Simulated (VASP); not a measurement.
# Zn36HO36 (a cell with a defect) in VASP: single point with PBE

Aim: the single point of Zn36HO36 (a cell with a defect) with PBE.

All numbers are computed with VASP 6.6.1; they aren't measurements. Logs are shortened: lines on timing, memory, paths and dates and some standing lists are left out, and cuts for length are marked.

**1. The cell of the first run**

The cell holds a defect, 73 atoms: a = 9.838 Å, b = 9.838 Å, c = 10.588 Å, α = 90.00°, β = 90.00°, γ = 120.00°.

**2. Single point, PBE**

Contents of INCAR:

```
ALGO = Normal
EDIFF = 1E-7
ENCUT = 520
GGA = PE
ISIF = 2
ISMEAR = 0
LASPH = T
LCHARG = F
LREAL = Auto
LWAVE = F
NBANDS = 366
NELECT = 648.0
NELM = 80
PREC = Accurate
SIGMA = 0.02
```

Contents of KPOINTS:

```
k-points
0
Gamma
  1 1 1
```

Contents of POSCAR:

```
Zn36HO36
1.0
    9.8384282163      0.0000000000      0.0000000000
   -4.9192141082      8.5203287686      0.0000000000
    0.0000000000      0.0000000000     10.5875275223
Zn O H
36 36 1
Direct
    0.1051808899      0.2283979941      0.2528893544
    0.1096471945      0.2241167039      0.7453939537
    0.1106250714      0.5470942644      0.2499960443
    0.1100559454      0.5543648758      0.7522097093
    0.0729146715      0.8124959949      0.2794812097
    0.1111344995      0.8889356509      0.7501338706
    0.4565504302      0.2283979941      0.2528893544
    0.4478028355      0.2241167039      0.7453939537
    0.4454550836      0.5575768411      0.2507495725
    0.4449622035      0.5565910810      0.7497025140
    0.4449180791      0.8885605480      0.2518958269
    0.4464735143      0.8899231715      0.7528324232
    0.7767321818      0.2201310596      0.2500489368
    0.7780264981      0.2227196921      0.7504717209
    0.7698025190      0.5470942644      0.2499960443
    0.7776422565      0.5543648758      0.7522097093
    0.7769757949      0.8885605480      0.2518958269
    0.7767829833      0.8899231715      0.7528324232
    0.2220627648      0.1107922036      0.5007629958
    0.2275534567      0.1217735874      0.9770880858
    0.2229080231      0.4447093654      0.5004329848
    0.2235845465      0.4475421200      0.9977091420
    0.2270654214      0.7743419508      0.5086517120
    0.2221763265      0.7799082853      0.9991457380
    0.5563242930      0.1102354176      0.5007142592
    0.5564534113      0.1121727842      0.9992092089
    0.5551346683      0.4447093654      0.5004329848
    0.5572908995      0.4475421200      0.9977091420
    0.5553708539      0.7774083818      0.5014403022
    0.5559465946      0.7785598631      1.0009874333
    0.8872445303      0.1102354176      0.5007142592
    0.8890526769      0.1121727842      0.9992092089
    0.8884674829      0.4436016617      0.5010827116
    0.8888929946      0.4444526852      1.0002910479
    0.8806098554      0.7743419508      0.5086517120
    0.8910652848      0.7799082853      0.9991457380
    0.2355424677      0.1377516093      0.1752450698
    0.2225220781      0.1117108302      0.6897255270
    0.2243479365      0.4445887128      0.1874008824
    0.2228890054      0.4464769029      0.6883819650
    0.2206169790      0.7750080049      0.1906062578
    0.2231831553      0.7777940476      0.6946677574
    0.5543369782      0.1097133720      0.1890116456
    0.5563173040      0.1104808307      0.6888047266
    0.5535741024      0.4445887128      0.1874008824
    0.5569212235      0.4464769029      0.6883819650
    0.5559987052      0.7786640845      0.1901831184
    0.5560126718      0.7786920177      0.6900039678
    0.8887096979      0.1097133720      0.1890116456
    0.8874968307      0.1104808307      0.6888047266
    0.8884835034      0.4436337027      0.1902476282
    0.8890463924      0.4447594809      0.6896000964
    0.8877243519      0.7750080049      0.1906062578
    0.8879442184      0.7777940476      0.6946677574
    0.1109055069      0.2209702291      0.4390998739
    0.1094069980      0.2267156647      0.9348443231
    0.1109640387      0.5558810145      0.4387253766
    0.1110392506      0.5578057055      0.9410582385
    0.1080150189      0.8826966898      0.4499173192
    0.1137411477      0.8941489474      0.9411898084
    0.4433980482      0.2209702291      0.4390998739
    0.4506419927      0.2267156647      0.9348443231
    0.4443771322      0.5554209384      0.4390984571
    0.4452444109      0.5571554959      0.9387679020
    0.4438360070      0.8881578640      0.4400978406
    0.4444290699      0.8896263520      0.9418239508
    0.7777267444      0.2221201847      0.4385700996
    0.7782294245      0.2231255450      0.9396376991
    0.7782503019      0.5558810145      0.4387253766
    0.7800997809      0.5578057055      0.9410582385
    0.7776551830      0.8881578640      0.4400978406
    0.7785306081      0.8896263520      0.9418239508
    0.1790289207      0.0247245154      0.1866215692
```

Potentials or basis: VASP PAW PBE potentials, release 64 (Zn, O, H).

Launch:

```console
cat potpaw_PBE.64/Zn/POTCAR potpaw_PBE.64/O/POTCAR potpaw_PBE.64/H/POTCAR > POTCAR
mpirun -np 1 vasp_gam > vasp.out
```

OUTCAR:

```text
EDIFF = 1E-7
   ENCUT = 520
   GGA = PE
   ISIF = 2
   ISMEAR = 0
   LASPH = T
   LREAL = Auto
   NELECT = 648.0
   NELM = 80
   PREC = Accurate

 ion  position               nearest neighbor table
   1  0.105  0.228  0.253-  49 1.97  39 1.97  55 1.97  37 2.06
   2  0.110  0.224  0.745-  50 1.99  40 1.99  56 2.01  38 2.01
   3  0.111  0.547  0.250-  39 1.96  51 2.00  57 2.00  41 2.04   5 2.83
   4  0.110  0.554  0.752-  52 2.00  40 2.00  42 2.00  58 2.00
   5  0.073  0.812  0.279-  59 1.90  41 1.92  53 1.92   3 2.83  15 2.83  23 2.98  35 2.98
   6  0.111  0.889  0.750-  42 1.99  54 1.99  38 2.00  60 2.02
   7  0.457  0.228  0.253-  43 1.97  45 1.97  61 1.97  37 2.06
   8  0.448  0.224  0.745-  44 1.99  46 1.99  62 2.01  38 2.01
   9  0.445  0.558  0.251-  47 1.99  63 1.99  39 2.00  45 2.00
  10  0.445  0.557  0.750-  48 2.00  40 2.00  46 2.00  64 2.00
  11  0.445  0.889  0.252-  65 1.99  47 1.99  43 2.00  41 2.02
  12  0.446  0.890  0.753-  48 2.00  44 2.00  42 2.00  66 2.00
  13  0.777  0.220  0.250-  67 2.00  43 2.00  49 2.00  51 2.01
  14  0.778  0.223  0.750-  52 2.00  50 2.00  44 2.00  68 2.00
  15  0.770  0.547  0.250-  45 1.96  51 2.00  69 2.00  53 2.04   5 2.83
  16  0.778  0.554  0.752-  52 2.00  46 2.00  54 2.00  70 2.00
  17  0.777  0.889  0.252-  71 1.99  47 1.99  49 2.00  53 2.02
  18  0.777  0.890  0.753-  48 2.00  50 2.00  54 2.00  72 2.00
  19  0.222  0.111  0.501-  61 2.00  55 2.00  38 2.00  59 2.02
  20  0.228  0.122  0.977-  62 1.95  56 1.95  60 1.98  37 2.10
  21  0.223  0.445  0.500-  40 1.99  63 2.00  57 2.01  55 2.01
  22  0.224  0.448  0.998-  64 1.99  58 1.99  56 2.00  39 2.01
[... 48 lines left out ...]
  71  0.778  0.888  0.440-  35 1.99  17 1.99  31 2.00  29 2.00
  72  0.779  0.890  0.942-  36 1.99  32 1.99  30 2.00  18 2.00
  73  0.179  0.025  0.187-  37 0.97

  LATTYP: Found a hexagonal cell.
 ALAT       =     9.8384282163
 C/A-ratio  =     1.0761401404

  Lattice vectors:

 A1 = (   9.8384282163,   0.0000000000,   0.0000000000)
 A2 = (  -4.9192141082,   8.5203287686,   0.0000000000)
 A3 = (   0.0000000000,   0.0000000000,  10.5875275223)

Analysis of symmetry for initial positions (statically):
=====================================================================
 Subroutine PRICEL returns:
 Original cell was already a primitive cell.

 Routine SETGRP: Setting up the symmetry group for a
 hexagonal supercell.

 Subroutine GETGRP returns: Found  2 space group operations
 (whereof  1 operations were pure point group operations)
 out of a pool of 24 trial point group operations.

The static configuration has the point symmetry C_1 .
 The point group associated with its full space group is C_1h.

[... 238 lines left out ...]
   ISYM   =      2    0-nonsym 1-usesym 2-fastsym
   POTIM  = 0.5000    time-step for ionic-motion
   TEBEG  =    0.0;   TEEND  =   0.0 temperature during run
   PSTRESS=    0.0 pullay stress
   NELECT =     648.0000    total number of electrons
   NUPDOWN=      -1.0000    fix difference up-down
   EMIN   =  10.00;   EMAX   =-10.00  energy-range for DOS
   EFERMI =   0.00;   METHOD = LEGACY
   ISMEAR =     0;   SIGMA  =   0.02  broadening in eV -4-tet -1-fermi 0-gaus
   EFERMI_NEDOS =   21; number of points for ismear=-14 and -15
   IALGO  =     38    algorithm
   IMIX   =      4    mixing-type and parameters
     AMIX     =   0.40;   BMIX     =  1.00
     AMIX_MAG =   1.60;   BMIX_MAG =  1.00
  volume/ion in A,a.u.               =      12.16        82.04
  Fermi-wavevector in a.u.,A,eV,Ry     =   1.474148  2.785735 29.566970  2.173111
  Thomas-Fermi vector in A             =   2.588954
   LORBIT       =      0    0 simple, 1 ext, 2 COOP (PROOUT), +10 PAW based schemes
   GGA     = PE    functional components
   LHFCALC =     F    Hartree Fock is set to
   AEXX    =    0.0000 exact exchange contribution
   IVDW    =     0    specifies the selected vdW correction
   LEPSILON=     F    determine dielectric tensor
   LRPA    =     F    only Hartree local field effects (RPA)
 non-spin polarized calculation
 Gauss-broadening in eV      SIGMA  =   0.02
  energy-cutoff  :      520.00
  volume of cell :      887.52
 maximum number of plane-waves:     11978
 NGX is ok and might be reduce to    80
   NGX = 37   NGY = 37   NGZ = 39

 number of electron     648.0000061 magnetization

 Free energy of the ion-electron system (eV)
  ---------------------------------------------------
  ext. energy  EPLUGINS =         0.00000000
  ---------------------------------------------------
  free energy    TOTEN  =      -324.30256952 eV

  energy without entropy =     -324.30256952  energy(sigma->0) =     -324.30256952

 E-fermi :   1.1496     XC(G=0): -10.7008

 val. band max:        0.9879248392   @ k =   0.0000   0.0000   0.0000
 cond. band min:       1.6578209235   @ k =   0.0000   0.0000   0.0000
 fundamental gap:      0.6698960843
 Fermi energy:         1.1495954980

 k-point     1 :       0.0000    0.0000    0.0000
  band No.  band energies     occupation
      1     -18.7306      2.00000
      2     -16.8796      2.00000
      3     -16.6072      2.00000
      4     -16.5846      2.00000
      5     -16.5298      2.00000
      6     -16.5074      2.00000
[... 328 lines left out ...]
    335       5.8130      0.00000
    336       6.0428      0.00000
 [bands above 336 left out]

------------------------ aborting loop because EDIFF is reached ----------------------------------------

  FORCE on cell =-STRESS in cart. coord.  units (eV):
  Direction    XX          YY          ZZ          XY          YZ          ZX
  --------------------------------------------------------------------------------------
  -------------------------------------------------------------------------------------
  Total        5.9248793      6.9750032      1.8941149     -0.0000000     -1.2819308      0.0000000
  in kB       10.6958046     12.5915260      3.4193241     -0.0000000     -2.3141875      0.0000000
  external PRESSURE =       8.9022183 kB  Pullay stress =       0.0000000 kB

 VOLUME and BASIS-vectors are now :
 -----------------------------------------------------------------------------
  energy-cutoff  :      520.00
  volume of cell :      887.52
      direct lattice vectors                 reciprocal lattice vectors
     9.838428216  0.000000000  0.000000000     0.101642252  0.058683182  0.000000000
    -4.919214108  8.520328769  0.000000000     0.000000000  0.117366363  0.000000000
     0.000000000  0.000000000 10.587527522     0.000000000  0.000000000  0.094450758

 POSITION                                       TOTAL-FORCE (eV/Angst)
 -----------------------------------------------------------------------------------
     -0.08872      1.94603      2.67747         0.020293     -0.010487     -0.006516
     -0.02372      1.90955      7.89188         0.004937     -0.002516     -0.000632
     -1.60290      4.66142      2.64684        -0.006248      0.003849     -0.000595
     -1.64426      4.72337      7.96404         0.000610     -0.002697      0.001209
     -3.27948      6.92273      2.95901        -0.000000      0.001202     -0.003328
     -3.27948      7.57402      7.94206        -0.000000      0.002034      0.003094
[... 65 lines left out ...]
      3.28326      7.57991      9.97159        -0.001053     -0.002181      0.002025
      1.63974      0.21066      1.97586         0.000000     -0.136887      0.012603
 -----------------------------------------------------------------------------------
    total drift:                                0.000975      0.026437     -0.006362

  FREE ENERGIE OF THE ION-ELECTRON SYSTEM (eV)
  ---------------------------------------------------
  free  energy   TOTEN  =      -324.3025695230 eV

  energy  without entropy=     -324.3025695230  energy(sigma->0) =     -324.30256952
```

Run time: 24 min. Hardware: 1 thread of AMD EPYC 7R43 (Zen 3), shared host; peak memory 0.94 GiB.

What came out:

```yaml
Free_energy: -324.3026 eV
Largest_force: 0.137 eV/Å
```

Forces on the atoms (eV/Å):
```
Zn   0.020 -0.010 -0.007
Zn   0.005 -0.003 -0.001
Zn  -0.006  0.004 -0.001
Zn   0.001 -0.003  0.001
Zn   0.000  0.001 -0.003
Zn   0.000  0.002  0.003
Zn  -0.020 -0.010 -0.007
Zn  -0.005 -0.003 -0.001
Zn   0.000 -0.003 -0.004
Zn   0.000 -0.002  0.000
Zn  -0.002  0.000 -0.007
Zn   0.001  0.000  0.002
Zn   0.000  0.000 -0.005
Zn   0.000  0.000  0.000
Zn   0.006  0.004 -0.001
Zn  -0.001 -0.003  0.001
Zn   0.002  0.000 -0.007
Zn  -0.001  0.000  0.002
Zn   0.000 -0.006 -0.006
Zn   0.000 -0.003  0.014
Zn  -0.001 -0.003 -0.007
Zn   0.000 -0.002  0.004
Zn  -0.001 -0.002 -0.007
Zn  -0.001  0.000  0.006
Zn  -0.002  0.003 -0.005
Zn  -0.003  0.002  0.002
Zn   0.001 -0.003 -0.007
Zn   0.000 -0.002  0.004
Zn   0.000 -0.003 -0.003
Zn   0.000 -0.002 -0.003
Zn   0.002  0.003 -0.005
Zn   0.003  0.002  0.002
Zn   0.000 -0.001 -0.002
Zn   0.000 -0.001  0.000
Zn   0.001 -0.002 -0.007
Zn   0.001  0.000  0.006
O    0.000  0.102 -0.007
O    0.000  0.001  0.007
O    0.018  0.006 -0.014
O   -0.003  0.007  0.003
O    0.034  0.007 -0.027
O    0.000  0.000  0.016
O    0.005 -0.008 -0.009
O    0.005 -0.002  0.003
O   -0.018  0.006 -0.014
O    0.003  0.007  0.003
O    0.000  0.000 -0.003
O    0.000  0.001  0.001
O   -0.005 -0.008 -0.009
O   -0.005 -0.002  0.003
O    0.000  0.001 -0.002
O    0.000  0.000  0.000
O   -0.034  0.007 -0.027
O    0.000  0.000  0.016
O   -0.002 -0.002  0.010
O   -0.018  0.006  0.001
O   -0.002  0.002  0.002
O   -0.002  0.003  0.004
O    0.000  0.031  0.045
O    0.000 -0.002  0.007
O    0.002 -0.002  0.010
O    0.018  0.006  0.001
O    0.000  0.003  0.003
O    0.000  0.004  0.001
O    0.000  0.001 -0.001
O    0.001 -0.002  0.002
O    0.000  0.004  0.002
O    0.000  0.004 -0.001
O    0.002  0.002  0.002
O    0.002  0.003  0.004
O    0.000  0.001 -0.001
O   -0.001 -0.002  0.002
H    0.000 -0.137  0.013
```

Levels at points of the mesh, in eV from the Fermi level:
```tsv
k point	band 320	band 321	band 322	band 323	band 324	band 325	band 326	band 327	band 328	band 329
(0.00, 0.00, 0.00)	-0.52	-0.52	-0.26	-0.17	-0.16	0.51	3.05	3.15	3.66	3.77
```

Caveat: the k points lie up to 0.74 Å⁻¹ apart; the cell carries a net charge on a neutralising background, which shifts energy and pressure; the cell is charged against a uniform background, so pressure and absolute levels hang on convention.
